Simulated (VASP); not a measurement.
ZnSe (Stilleite):

```
Zn Se
1.0
     0.00000    2.83380    2.83380
     2.83380    0.00000    2.83380
     2.83380    2.83380    0.00000
Zn Se
1 1
Direct
  0.00000 0.00000 0.00000
  0.25000 0.25000 0.25000
```

Base run:

```yaml
Program: VASP 6.6.1
Functional: r2SCAN
Dispersion: D3(BJ)
Potentials_or_basis: VASP PAW PBE potentials, release 64 (Zn, Se)
Cutoff: 520 eV
k_mesh: 6 × 6 × 6
Occupations: gaussian, width 0.01 eV
Spin: no spin polarisation
Hubbard_terms: Zn d U = 3.5 eV
```

Its results: band gap on the k mesh 2.08 eV, direct; pressure -1.8 GPa.

Task: The run is repeated on the same cell with these changes: k mesh from 6 × 6 × 6 to 3 × 3 × 3. What comes out?

Result: Band gap on the k mesh 2.04 eV, direct; pressure -0.6 GPa.

Caveats: some runs use coarse meshes; three body term missing; the PAW data sets were made with another functional, which shifts forces and pressure a little.

